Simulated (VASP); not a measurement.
# Si (Im-3m) in VASP: further runs

The runs below take Si through single point, with r2SCAN, r2SCAN0.

Program: VASP 6.6.1. These are calculated values, not measurements. Logs are shortened: lines on timing, memory, paths and dates and some standing lists are left out, and cuts for length are marked.

### Step 1. The cell of the first run

Symmetry: Im-3m, No. 229, cubic system. The conventional cell has a = 3.045 Å, b = 3.045 Å, c = 3.045 Å, α = 90.00°, β = 90.00°, γ = 90.00°. Si (site symmetry m-3m) has 14 Si at 2.64 to 3.05 Å within 3.5 Å.

### Step 2. Single point, r2SCAN

Input file POSCAR:

```
Si
1.0
   -1.5226320308      1.5226320308      1.5226320308
    1.5226320308     -1.5226320308      1.5226320308
    1.5226320308      1.5226320308     -1.5226320308
Si
1
Direct
    0.0000000000      0.0000000000      0.0000000000
```

Input file INCAR.step1:

```
SYSTEM = Si
  ALGO = Normal
  EDIFF = 1E-4
  ENCUT = 520
  GGA = PE
  ISMEAR = -1
  LASPH = .True.
  LCHARG = .False.
  LREAL = .False.
  LWAVE = .True.
  NBANDS = 8
  NELM = 60
  PREC = Accurate
  SIGMA = 0.1
```

Input file INCAR.step2:

```
SYSTEM = Si
  ALGO = Normal
  EDIFF = 1E-6
  ENCUT = 520
  ISIF = 2
  ISMEAR = -1
  ISTART = 1
  LASPH = .True.
  LCHARG = .False.
  LMIXTAU = .True.
  LREAL = .False.
  LWAVE = .False.
  METAGGA = R2SCAN
  NBANDS = 8
  NELM = 60
  PREC = Accurate
  SIGMA = 0.1
```

Input file KPOINTS:

```
k-points
0
Gamma
  7 7 7
  0 0 0
```

Potentials or basis: VASP PAW PBE potentials, release 64 (Si).

On the command line:

```sh
cat potpaw_PBE.64/Si/POTCAR > POTCAR
cp INCAR.step1 INCAR
mpirun -np 1 vasp_std > vasp.out
cp INCAR.step2 INCAR
mpirun -np 1 vasp_std > vasp.out
```

OUTCAR:

```text
SYSTEM = Si
   EDIFF = 1E-6
   ENCUT = 520
   ISIF = 2
   ISMEAR = -1
   ISTART = 1
   LASPH = .True.
   LREAL = .False.
   METAGGA = R2SCAN
   NELM = 60
   PREC = Accurate

 ion  position               nearest neighbor table
   1  0.000  0.000  0.000-

  LATTYP: Found a body centered cubic cell.
 ALAT       =     3.0452640616

  Lattice vectors:

 A1 = (  -1.5226320308,   1.5226320308,   1.5226320308)
 A2 = (   1.5226320308,  -1.5226320308,   1.5226320308)
 A3 = (   1.5226320308,   1.5226320308,  -1.5226320308)

Analysis of symmetry for initial positions (statically):
=====================================================================
 Subroutine PRICEL returns:
 Original cell was already a primitive cell.

 Routine SETGRP: Setting up the symmetry group for a
 body centered cubic supercell.

 Subroutine GETGRP returns: Found 48 space group operations
 (whereof 48 operations were pure point group operations)
 out of a pool of 48 trial point group operations.

The static configuration has the point symmetry O_h .

Analysis of symmetry for dynamics (positions and initial velocities):
=====================================================================
 Subroutine PRICEL returns:
 Original cell was already a primitive cell.

 Routine SETGRP: Setting up the symmetry group for a
 body centered cubic supercell.

 Subroutine GETGRP returns: Found 48 space group operations
 (whereof 48 operations were pure point group operations)
 out of a pool of 48 trial point group operations.

The dynamic configuration has the point symmetry O_h .

 Subroutine INISYM returns: Found 48 space group operations
 (whereof 48 operations are pure point group operations),
 and found     1 'primitive' translations

----------------------------------------------------------------------------------------

                                     Primitive cell

  volume of cell :      14.1203

  direct lattice vectors                    reciprocal lattice vectors
    -1.522632031  1.522632031  1.522632031     0.000000000  0.328378748  0.328378748
     1.522632031 -1.522632031  1.522632031     0.328378748  0.000000000  0.328378748
     1.522632031  1.522632031 -1.522632031     0.328378748  0.328378748  0.000000000

  length of vectors
     2.637276039  2.637276039  2.637276039     0.464397679  0.464397679  0.464397679

  position of ions in fractional coordinates (direct lattice)
     0.000000000  0.000000000  0.000000000

  ion indices of the primitive-cell ions
   primitive index   ion index
                 1           1

----------------------------------------------------------------------------------------

 KPOINTS: k-points

Automatic generation of k-mesh.
 Grid dimensions read from file:
 generate k-points for:    7    7    7

 Generating k-lattice:

  Cartesian coordinates                     Fractional coordinates (reciprocal lattice)
     0.000000000  0.046911250  0.046911250     0.142857143  0.000000000  0.000000000
     0.046911250  0.000000000  0.046911250     0.000000000  0.142857143  0.000000000
     0.046911250  0.046911250  0.000000000     0.000000000  0.000000000  0.142857143

  Length of vectors
     0.066342526  0.066342526  0.066342526

  Shift w.r.t. Gamma in fractional coordinates (k-lattice)
     0.000000000  0.000000000  0.000000000

 Subroutine IBZKPT returns following result:
 ===========================================

 Found     20 irreducible k-points:

 Following reciprocal coordinates:
            Coordinates               Weight
  0.000000  0.000000  0.000000      1.000000
  0.142857  0.000000  0.000000     12.000000
  0.285714  0.000000  0.000000     12.000000
  0.428571  0.000000  0.000000     12.000000
  0.142857  0.142857  0.000000     24.000000
  0.285714  0.142857  0.000000     48.000000
[... 12 lines left out ...]
 -0.428571 -0.428571  0.285714      8.000000
 -0.428571  0.428571  0.428571      6.000000
   k-points           NKPTS =     20   k-points in BZ     NKDIM =     20   number of bands    NBANDS=      8
   number of dos      NEDOS =    301   number of ions     NIONS =      1
   total plane-waves  NPLWV =   8000
   dimension x,y,z NGX =    20 NGY =   20 NGZ =   20
   dimension x,y,z NGXF=    40 NGYF=   40 NGZF=   40
   ions per type =               1
   NGX,Y,Z   is equivalent  to a cutoff of  12.61, 12.61, 12.61 a.u.
   NGXF,Y,Z  is equivalent  to a cutoff of  25.21, 25.21, 25.21 a.u.
 SYSTEM =  Si
   PREC   = accura    normal or accurate (medium, high low for compatibility)
   ISTART =      1    job   : 0-new  1-cont  2-samecut
   ICHARG =      0    charge: 1-file 2-atom 10-const
   ISPIN  =      1    spin polarized calculation?
   LNONCOLLINEAR =      F non collinear calculations
   LSORBIT =      F    spin-orbit coupling
   LASPH  =      T    aspherical Exc in radial PAW
   ENCUT  =  520.0 eV  38.22 Ry    6.18 a.u.   4.90  4.90  4.90*2*pi/ulx,y,z
   NELM   =     60;   NELMIN=  2; NELMDL=  0     # of ELM steps
   EDIFF  = 0.1E-05   stopping-criterion for ELM
   LREAL  =      F    real-space projection
   EDIFFG = 0.1E-04   stopping-criterion for IOM
   NSW    =      0    number of steps for IOM
   IBRION =     -1    ionic relax: 0-MD 1-quasi-New 2-CG
   NFREE  =      0    steps in history (QN), initial steepest desc. (CG)
   ISIF   =      2    stress and relaxation
   ISYM   =      2    0-nonsym 1-usesym 2-fastsym
   POTIM  = 0.5000    time-step for ionic-motion
   TEBEG  =    0.0;   TEEND  =   0.0 temperature during run
   PSTRESS=    0.0 pullay stress
   NELECT =       4.0000    total number of electrons
   NUPDOWN=      -1.0000    fix difference up-down
   EMIN   =  10.00;   EMAX   =-10.00  energy-range for DOS
   EFERMI =   0.00;   METHOD = LEGACY
   ISMEAR =    -1;   SIGMA  =   0.10  broadening in eV -4-tet -1-fermi 0-gaus
   EFERMI_NEDOS =   21; number of points for ismear=-14 and -15
   IALGO  =     38    algorithm
   IMIX   =      4    mixing-type and parameters
     AMIX     =   0.40;   BMIX     =  1.00
     AMIX_MAG =   1.60;   BMIX_MAG =  1.00
  volume/ion in A,a.u.               =      14.12        95.29
  Fermi-wavevector in a.u.,A,eV,Ry     =   1.075177  2.031789 15.728404  1.156005
  Thomas-Fermi vector in A             =   2.211026
   LORBIT       =      0    0 simple, 1 ext, 2 COOP (PROOUT), +10 PAW based schemes
   METAGGA = R2SCAN    functional components
   LHFCALC =     F    Hartree Fock is set to
   AEXX    =    0.0000 exact exchange contribution
   IVDW    =     0    specifies the selected vdW correction
   LEPSILON=     F    determine dielectric tensor
   LRPA    =     F    only Hartree local field effects (RPA)
 non-spin polarized calculation
  energy-cutoff  :      520.00
  volume of cell :       14.12
 maximum number of plane-waves:       391
   NGX =  9   NGY =  9   NGZ =  9

 number of electron       4.0000000 magnetization

 Free energy of the ion-electron system (eV)
  ---------------------------------------------------
  ext. energy  EPLUGINS =         0.00000000
  ---------------------------------------------------
  free energy    TOTEN  =        -8.08514670 eV

  energy without entropy =       -8.08049322  energy(sigma->0) =       -8.08281996

 E-fermi :  10.4188     XC(G=0): -12.1072

 val. band max:       10.1506044062   @ k =  -0.4286   0.4286   0.4286
 cond. band min:      10.7119182763   @ k =   0.2857   0.2857   0.1429
 fundamental gap:      0.5613138701
 Fermi energy:        10.4187955721

 k-point     1 :       0.0000    0.0000    0.0000
  band No.  band energies     occupation
      1      -5.0751      2.00000
      2      23.1558      0.00000
      3      23.1558      0.00000
      4      23.1558      0.00000
      5      23.8703      0.00000
      6      23.8704      0.00000
      7      23.8704      0.00000
      8      27.9281      0.00000

 k-point     2 :       0.1429    0.0000    0.0000
  band No.  band energies     occupation
      1      -4.3944      2.00000
      2      17.8463      0.00000
      3      20.0652      0.00000
      4      22.1186      0.00000
      5      22.1824      0.00000
      6      24.5001      0.00000
      7      27.0002      0.00000
      8      27.7178      0.00000

 k-point     3 :       0.2857    0.0000    0.0000
  band No.  band energies     occupation
      1      -2.3647      2.00000
      2      11.3065      0.00028
      3      17.7899      0.00000
      4      19.8455      0.00000
      5      20.4908      0.00000
      6      22.4795      0.00000
      7      28.9893      0.00000
      8      29.4200      0.00000

 k-point     4 :       0.4286    0.0000    0.0000
  band No.  band energies     occupation
      1       0.9778      2.00000
      2       5.5726      2.00000
      3      16.6539      0.00000
      4      18.5964      0.00000
      5      19.4634      0.00000
      6      21.3580      0.00000
      7      31.4410      0.00000
      8      32.3477      0.00000

 k-point     5 :       0.1429    0.1429    0.0000
  band No.  band energies     occupation
      1      -3.0392      2.00000
      2      14.8197      0.00000
      3      15.0720      0.00000
      4      19.0243      0.00000
      5      23.5302      0.00000
      6      24.4829      0.00000
      7      27.6081      0.00000
      8      28.9136      0.00000
[... 133 lines left out ...]
 k-point    18 :      -0.4286    0.4286    0.2857
  band No.  band energies     occupation
      1       3.6055      2.00000
      2       8.0793      2.00000
      3      11.3742      0.00014
      4      14.1969      0.00000
      5      17.3942      0.00000
      6      21.5652      0.00000
      7      28.6986      0.00000
      8      31.6908      0.00000

 k-point    19 :      -0.4286   -0.4286    0.2857
  band No.  band energies     occupation
      1       7.4270      2.00000
      2       7.4458      2.00000
      3       7.4458      2.00000
      4      16.3677      0.00000
      5      16.9975      0.00000
      6      16.9975      0.00000
      7      29.3208      0.00000
      8      36.1309      0.00000

 k-point    20 :      -0.4286    0.4286    0.4286
  band No.  band energies     occupation
      1       6.7976      2.00000
      2      10.1506      1.87191
      3      10.1506      1.87190
      4      12.7885      0.00000
      5      13.0184      0.00000
      6      16.1772      0.00000
      7      35.0847      0.00000
      8      35.6203      0.00000

------------------------ aborting loop because EDIFF is reached ----------------------------------------

  FORCE on cell =-STRESS in cart. coord.  units (eV):
  Direction    XX          YY          ZZ          XY          YZ          ZX
  --------------------------------------------------------------------------------------
  -------------------------------------------------------------------------------------
  Total       -0.0315219     -0.0315219     -0.0315219     -0.0000000     -0.0000000     -0.0000000
  in kB       -3.5766623     -3.5766623     -3.5766623     -0.0000000     -0.0000000     -0.0000000
  external PRESSURE =      -3.5766623 kB  Pullay stress =       0.0000000 kB

 VOLUME and BASIS-vectors are now :
 -----------------------------------------------------------------------------
  energy-cutoff  :      520.00
  volume of cell :       14.12
      direct lattice vectors                 reciprocal lattice vectors
    -1.522632031  1.522632031  1.522632031     0.000000000  0.328378748  0.328378748
     1.522632031 -1.522632031  1.522632031     0.328378748  0.000000000  0.328378748
     1.522632031  1.522632031 -1.522632031     0.328378748  0.328378748  0.000000000

 POSITION                                       TOTAL-FORCE (eV/Angst)
 -----------------------------------------------------------------------------------
      0.00000      0.00000      0.00000        -0.000000      0.000000      0.000000
 -----------------------------------------------------------------------------------
    total drift:                                0.000000      0.000000      0.000000

  FREE ENERGIE OF THE ION-ELECTRON SYSTEM (eV)
  ---------------------------------------------------
  free  energy   TOTEN  =        -8.0851467038 eV

  energy  without entropy=       -8.0804932219  energy(sigma->0) =       -8.08281996
```

Run time: 7.2 s. Hardware: 1 thread of Intel Xeon 6975P-C (Granite Rapids), shared host; peak memory 0.11 GiB.

What came out:

* Free energy: -8.0851 eV
* Pressure: -0.4 GPa
* Band gap on the k mesh: zero (band 2 reaches 23.16 eV, above the bottom of band 3 at 6.25 eV)

Levels at points of the mesh, in eV from the Fermi level:
```
           k point  band 1  band 2  band 3  band 4  band 5  band 6  band 7
(0.00, 0.00, 0.00)  -15.49   12.74   12.74   12.74   13.45   13.45   13.45
```

Caveat: the k points lie up to 0.42 Å⁻¹ apart; the PAW data sets were made with another functional, which shifts forces and pressure a little.

### Step 3. Single point, r2SCAN0

POSCAR is that of step 2.

Input file INCAR.step1:

```
PREC = Accurate ; ENCUT = 520
EDIFF = 1E-5 ; ISMEAR = -1
SIGMA = 0.1 ; LREAL = F
LASPH = T ; NELM = 100
ALGO = Normal ; ISIF = 2
LWAVE = T ; LCHARG = F
GGA = PE ; NBANDS = 8
```

Input file INCAR.step2:

```
PREC = Accurate ; ENCUT = 520
EDIFF = 1E-6 ; ISMEAR = -1
SIGMA = 0.1 ; LREAL = F
LASPH = T ; NELM = 100
ALGO = Normal ; ISIF = 2
LWAVE = F ; LCHARG = F
METAGGA = R2SCAN ; LHFCALC = T
AEXX = 0.25 ; LMIXTAU = T
PRECFOCK = Normal ; ISTART = 1
NBANDS = 8
```

Input file KPOINTS:

```
regular mesh
0
Gamma
  7 7 7
```

Potentials or basis: VASP PAW PBE potentials, release 64 (Si).

On the command line:

```sh
cat potpaw_PBE.64/Si/POTCAR > POTCAR
cp INCAR.step1 INCAR
mpirun -np 1 vasp_std > vasp.out
cp INCAR.step2 INCAR
mpirun -np 1 vasp_std > vasp.out
```

It took 2.3 min on 1 thread of Intel Xeon 6975P-C (Granite Rapids), shared host; peak memory 0.13 GiB.

The run converged. Its results:

| Property | Result |
| --- | --- |
| Free energy | -8.5701 eV |
| Pressure | -1.9 GPa |
| Band gap on the k mesh | zero (band 2 reaches 24.40 eV, above the bottom of band 3 at 5.49 eV) |

Levels at points of the mesh, in eV from the Fermi level:
| k point | band 1 | band 2 | band 3 | band 4 | band 5 | band 6 | band 7 |
| --- | --- | --- | --- | --- | --- | --- | --- |
| (0.00, 0.00, 0.00) | -17.16 | 14.31 | 14.31 | 14.31 | 15.09 | 15.09 | 15.09 |

Caveat: the k points lie up to 0.42 Å⁻¹ apart; the PAW data sets were made with another functional, which shifts forces and pressure a little.

(Part 1 of 2 ends here.)
